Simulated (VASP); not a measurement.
# Fe (Im-3m) in VASP: further runs, part 2 of 2

VASP 6.6.1.

## Step 3: Single point, PBE+U, collinear spin, ferromagnetic start

INCAR

```
SYSTEM = Fe
PREC = Accurate
ENCUT = 690
EDIFF = 1E-6
ISMEAR = -1
SIGMA = 0.05
LREAL = .False.
LASPH = .True.
NELM = 200
ALGO = Normal
ISIF = 2
LWAVE = .False.
LCHARG = .False.
ISPIN = 2
MAGMOM = 1.84
LORBIT = 11
NUPDOWN = 1.84
LMAXMIX = 4
LDAU = .True.
LDAUTYPE = 2
LDAUL = 2
LDAUU = 5.3
LDAUJ = 0
LDAUPRINT = 1
GGA = PE
NBANDS = 18
GGA_COMPAT = .False.
```

KPOINTS

```
regular mesh
0
Gamma
  12 12 12
  0 0 0
```

POSCAR

```
Fe
1.0
   -1.4304000000      1.4304000000      1.4304000000
    1.4304000000     -1.4304000000      1.4304000000
    1.4304000000      1.4304000000     -1.4304000000
Fe
1
Direct
    0.0000000000      0.0000000000      0.0000000000
```

Potentials or basis: VASP PAW PBE potentials, release 64 (Fe_sv).

Started as:

```bash
$ cat potpaw_PBE.64/Fe_sv/POTCAR > POTCAR
$ mpirun -np 1 vasp_std > vasp.out
```

OUTCAR:

```text
SYSTEM = Fe
   PREC = Accurate
   ENCUT = 690
   EDIFF = 1E-6
   ISMEAR = -1
   LREAL = .False.
   LASPH = .True.
   NELM = 200
   ISIF = 2
   ISPIN = 2
   LORBIT = 11
   NUPDOWN = 1.84
   GGA = PE

 ion  position               nearest neighbor table
   1  0.000  0.000  0.000-

  LATTYP: Found a body centered cubic cell.
 ALAT       =     2.8608000000

  Lattice vectors:

 A1 = (  -1.4304000000,   1.4304000000,   1.4304000000)
 A2 = (   1.4304000000,  -1.4304000000,   1.4304000000)
 A3 = (   1.4304000000,   1.4304000000,  -1.4304000000)

Analysis of symmetry for initial positions (statically):
=====================================================================
 Subroutine PRICEL returns:
 Original cell was already a primitive cell.

 Routine SETGRP: Setting up the symmetry group for a
 body centered cubic supercell.

 Subroutine GETGRP returns: Found 48 space group operations
 (whereof 48 operations were pure point group operations)
 out of a pool of 48 trial point group operations.

The static configuration has the point symmetry O_h .

Analysis of symmetry for dynamics (positions and initial velocities):
=====================================================================
 Subroutine PRICEL returns:
 Original cell was already a primitive cell.

 Routine SETGRP: Setting up the symmetry group for a
 body centered cubic supercell.

 Subroutine GETGRP returns: Found 48 space group operations
 (whereof 48 operations were pure point group operations)
 out of a pool of 48 trial point group operations.

The dynamic configuration has the point symmetry O_h .

Analysis of structural, dynamic, and magnetic symmetry:
=====================================================================
 Subroutine PRICEL returns:
 Original cell was already a primitive cell.

 Routine SETGRP: Setting up the symmetry group for a
 body centered cubic supercell.

 Subroutine GETGRP returns: Found 48 space group operations
 (whereof 48 operations were pure point group operations)
 out of a pool of 48 trial point group operations.

The overall configuration has the point symmetry O_h .

 Subroutine INISYM returns: Found 48 space group operations
 (whereof 48 operations are pure point group operations),
 and found     1 'primitive' translations

----------------------------------------------------------------------------------------

                                     Primitive cell

  volume of cell :      11.7066

  direct lattice vectors                    reciprocal lattice vectors
    -1.430400000  1.430400000  1.430400000     0.000000000  0.349552573  0.349552573
     1.430400000 -1.430400000  1.430400000     0.349552573  0.000000000  0.349552573
[... 96 lines left out ...]
   EMIN   =  10.00;   EMAX   =-10.00  energy-range for DOS
   EFERMI =   0.00;   METHOD = LEGACY
   ISMEAR =    -1;   SIGMA  =   0.05  broadening in eV -4-tet -1-fermi 0-gaus
   EFERMI_NEDOS =   21; number of points for ismear=-14 and -15
   IALGO  =     38    algorithm
   IMIX   =      4    mixing-type and parameters
     AMIX     =   0.40;   BMIX     =  1.00
     AMIX_MAG =   1.60;   BMIX_MAG =  1.00
  volume/ion in A,a.u.               =      11.71        79.00
  Fermi-wavevector in a.u.,A,eV,Ry     =   1.816787  3.433229 44.908950  3.300715
  Thomas-Fermi vector in A             =   2.874127
   LORBIT       =     11    0 simple, 1 ext, 2 COOP (PROOUT), +10 PAW based schemes
 LDA+U is selected, type is set to LDAUTYPE =  2
   angular momentum for each species LDAUL =     2
   U (eV)           for each species LDAUU =   5.3
   J (eV)           for each species LDAUJ =   0.0
   GGA     = PE    functional components
   LHFCALC =     F    Hartree Fock is set to
   AEXX    =    0.0000 exact exchange contribution
   IVDW    =     0    specifies the selected vdW correction
   LEPSILON=     F    determine dielectric tensor
   LRPA    =     F    only Hartree local field effects (RPA)
 spin polarized calculation
  energy-cutoff  :      690.00
  volume of cell :       11.71
 maximum number of plane-waves:       496
 NGX is ok and might be reduce to    24
   NGX = 11   NGY = 11   NGZ = 11

atom =   1  type =  1  l = 2

 onsite density matrix

spin component  1

  0.7126  0.0000  0.0000  0.0000 -0.0000
  0.0000  0.7126 -0.0000  0.0000 -0.0000
  0.0000 -0.0000  0.8641 -0.0000 -0.0000
  0.0000  0.0000 -0.0000  0.7126  0.0000
 -0.0000 -0.0000 -0.0000  0.0000  0.8641

spin component  2

  0.4946 -0.0000 -0.0000 -0.0000  0.0000
 -0.0000  0.4946  0.0000  0.0000  0.0000
 -0.0000  0.0000  0.1199 -0.0000  0.0000
 -0.0000  0.0000 -0.0000  0.4946 -0.0000
  0.0000  0.0000  0.0000 -0.0000  0.1199

 occupancies and eigenvectors

  o =  0.1199  v =  0.0000  0.0000  0.0000  0.0000  0.0000  0.0000  0.0000 -0.9989 -0.0000  0.0470      0.0000  0.0000  0.0000  0.0000  0.0000  0.0000  0.0000  0.0000  0.0000  0.0000
  o =  0.1199  v =  0.0000  0.0000  0.0000  0.0000  0.0000  0.0000 -0.0000  0.0470  0.0000  0.9989      0.0000  0.0000  0.0000  0.0000  0.0000  0.0000  0.0000  0.0000  0.0000  0.0000
  o =  0.4946  v =  0.0000  0.0000  0.0000  0.0000  0.0000  1.0000  0.0000  0.0000  0.0000  0.0000      0.0000  0.0000  0.0000  0.0000  0.0000  0.0000  0.0000  0.0000  0.0000  0.0000
  o =  0.4946  v =  0.0000  0.0000  0.0000  0.0000  0.0000  0.0000  0.0223  0.0000  0.9998 -0.0000      0.0000  0.0000  0.0000  0.0000  0.0000  0.0000  0.0000  0.0000  0.0000  0.0000
  o =  0.4946  v =  0.0000  0.0000  0.0000  0.0000  0.0000  0.0000 -0.9998 -0.0000  0.0223 -0.0000      0.0000  0.0000  0.0000  0.0000  0.0000  0.0000  0.0000  0.0000  0.0000  0.0000
  o =  0.7126  v =  1.0000  0.0000  0.0000  0.0000  0.0000  0.0000  0.0000  0.0000  0.0000  0.0000      0.0000  0.0000  0.0000  0.0000  0.0000  0.0000  0.0000  0.0000  0.0000  0.0000
  o =  0.7126  v =  0.0000  0.9999 -0.0000  0.0132  0.0000  0.0000  0.0000  0.0000  0.0000  0.0000      0.0000  0.0000  0.0000  0.0000  0.0000  0.0000  0.0000  0.0000  0.0000  0.0000
  o =  0.7126  v =  0.0000  0.0132 -0.0000 -0.9999  0.0000  0.0000  0.0000  0.0000  0.0000  0.0000      0.0000  0.0000  0.0000  0.0000  0.0000  0.0000  0.0000  0.0000  0.0000  0.0000
  o =  0.8641  v =  0.0000 -0.0000 -0.1918 -0.0000 -0.9814  0.0000  0.0000  0.0000  0.0000  0.0000      0.0000  0.0000  0.0000  0.0000  0.0000  0.0000  0.0000  0.0000  0.0000  0.0000
  o =  0.8641  v =  0.0000 -0.0000 -0.9814  0.0000  0.1918  0.0000  0.0000  0.0000  0.0000  0.0000      0.0000  0.0000  0.0000  0.0000  0.0000  0.0000  0.0000  0.0000  0.0000  0.0000

 number of electron      15.9999995 magnetization       1.8400000

 Free energy of the ion-electron system (eV)
  ---------------------------------------------------
  ext. energy  EPLUGINS =         0.00000000
  ---------------------------------------------------
  free energy    TOTEN  =        -3.20971409 eV

  energy without entropy =       -3.19929226  energy(sigma->0) =       -3.20450318

 E-fermi :  12.5266     XC(G=0): -13.4895

 val. band max:       12.5197864697   @ k =  -0.3333   0.3333   0.2500
 cond. band min:      10.6518768899   @ k =  -0.4167   0.4167   0.4167
 fundamental gap:     -1.8679095798
 Fermi energy:        10.6505693052

 spin component 1

 k-point     1 :       0.0000    0.0000    0.0000
  band No.  band energies     occupation
      1     -76.1255      1.00000
      2     -41.9497      1.00000
      3     -41.9497      1.00000
      4     -41.9497      1.00000
      5       3.5601      1.00000
      6       8.7727      1.00000
[... 1001 lines left out ...]
     17      49.7134      0.00000
     18      52.1586      0.00000

 [... further k-points ...]
[... 5 lines left out ...]
  --------------------------------------------------------------------------------------
  -------------------------------------------------------------------------------------
  Total       -0.2544115     -0.2544115     -0.2544115      0.0000000      0.0000000      0.0000000
  in kB      -34.8188760    -34.8188760    -34.8188760      0.0000000      0.0000000      0.0000000
  external PRESSURE =     -34.8188760 kB  Pullay stress =       0.0000000 kB

 VOLUME and BASIS-vectors are now :
 -----------------------------------------------------------------------------
  energy-cutoff  :      690.00
  volume of cell :       11.71
      direct lattice vectors                 reciprocal lattice vectors
    -1.430400000  1.430400000  1.430400000     0.000000000  0.349552573  0.349552573
     1.430400000 -1.430400000  1.430400000     0.349552573  0.000000000  0.349552573
     1.430400000  1.430400000 -1.430400000     0.349552573  0.349552573  0.000000000

 POSITION                                       TOTAL-FORCE (eV/Angst)
 -----------------------------------------------------------------------------------
      0.00000      0.00000      0.00000         0.000000      0.000000      0.000000
 -----------------------------------------------------------------------------------
    total drift:                               -0.000000      0.000000      0.000000

  FREE ENERGIE OF THE ION-ELECTRON SYSTEM (eV)
  ---------------------------------------------------
  free  energy   TOTEN  =        -3.2097140931 eV

  energy  without entropy=       -3.1992922578  energy(sigma->0) =       -3.20450318

 total charge

# of ion       s       p       d       tot
------------------------------------------
    1        2.179   6.032   5.561  13.772

 magnetization (x)

# of ion       s       p       d       tot
------------------------------------------
    1       -0.013  -0.031   2.137   2.092
```

stdout:

```text
POSCAR found type information on POSCAR Fe
 POSCAR found :  1 types and       1 ions
 scaLAPACK will be used
 LDA part: xc-table for (Slater+PW92), standard interpolation
 POSCAR, INCAR and KPOINTS ok, starting setup
 FFT: planning ... GRIDC
 FFT: planning ... GRID_SOFT
 FFT: planning ... GRID
 WAVECAR not read
 entering main loop
```

Wall time 41 s (1 thread of AMD EPYC 7R13 (Zen 3), shared host); peak memory 0.14 GiB.

Results:

| Property | Result |
| --- | --- |
| Free energy | -3.2097 eV |
| Pressure | -3.5 GPa |
| Net moment | 1.84 μB per cell |
| Site moments | Fe +2.09 μB |
| Valence electrons inside the program's atomic spheres | Fe 13.77 |

Eigenvalues of the final occupation matrices:
```
    site  spin  trace               eigenvalues
site 1 d     1   3.87  0.71 0.71 0.71 0.86 0.86
site 1 d     2   1.72  0.12 0.12 0.49 0.49 0.49
```

Caveat: the cell stands under tension; the total moment is fixed, so each spin has its own Fermi level and the state may be an excited one; the U is typed as a test and isn't derived for this compound. The state reached can hang on the start; a lower one may exist.

## Step 4: Single point, PBE+U, collinear spin, ferromagnetic start

INCAR

```
SYSTEM = Fe
PREC = Accurate
ENCUT = 690
EDIFF = 1E-6
ISMEAR = -1
SIGMA = 0.05
LREAL = .FALSE.
LASPH = .TRUE.
NELM = 200
ALGO = Normal
ISIF = 2
LWAVE = .FALSE.
LCHARG = .FALSE.
ISPIN = 2
MAGMOM = 4
LORBIT = 11
LMAXMIX = 4
LDAU = .TRUE.
LDAUTYPE = 2
LDAUL = 2
LDAUU = 5.3
LDAUJ = 0
LDAUPRINT = 1
GGA = PE
NBANDS = 18
GGA_COMPAT = .FALSE.
```

KPOINTS

```
regular mesh
0
G
  12 12 12
  0 0 0
```

POSCAR is that of step 3.

Started as:

```bash
$ cat potpaw_PBE.64/Fe_sv/POTCAR > POTCAR
$ mpirun -np 1 vasp_std > vasp.out
```

Run time: 22 s. Hardware: 1 thread of Intel Xeon Platinum 8375C at 2.90GHz (Ice Lake), shared host; peak memory 0.17 GiB.

The run converged. Its results:

- Free energy: -4.0325 eV
- Pressure: 19.5 GPa
- Net moment: 2.87 μB per cell
- Site moments: Fe +3.11 μB
- Valence electrons inside the program's atomic spheres: Fe 13.74

Levels at points of the mesh, in eV from the Fermi level:
Spin up:
```csv
k point,band 6,band 7,band 8,band 9,band 10,band 11,band 12,band 13
"(0.00, 0.00, 0.00)",-4.97,-4.97,-4.97,-3.87,-3.87,23.72,23.72,23.72
"(0.50, 0.00, 0.00)",-5.88,-3.81,-3.74,-2.58,-0.08,5.61,17.34,18.88
"(0.50, 0.50, 0.50)",-7.00,-2.82,-2.82,-2.82,9.01,9.01,9.01,13.88
```
Spin down:
| k point | band 5 | band 6 | band 7 | band 8 | band 9 | band 10 |
| --- | --- | --- | --- | --- | --- | --- |
| (0.00, 0.00, 0.00) | -9.06 | 0.54 | 0.54 | 0.54 | 3.20 | 3.20 |
| (0.50, 0.00, 0.00) | -3.42 | -0.89 | -0.40 | 2.91 | 3.53 | 3.70 |
| (0.50, 0.50, 0.50) | -2.21 | -2.21 | 3.38 | 3.38 | 3.38 | 9.05 |

Eigenvalues of the final occupation matrices:
| site | spin | trace | eigenvalues |
| --- | --- | --- | --- |
| site 1 d | 1 | 4.35 | 0.86 0.86 0.86 0.88 0.88 |
| site 1 d | 2 | 1.19 | 0.15 0.15 0.29 0.29 0.29 |

Caveat: the cell stands under pressure; the U is typed as a test and isn't derived for this compound. The state reached can hang on the start; a lower one may exist.
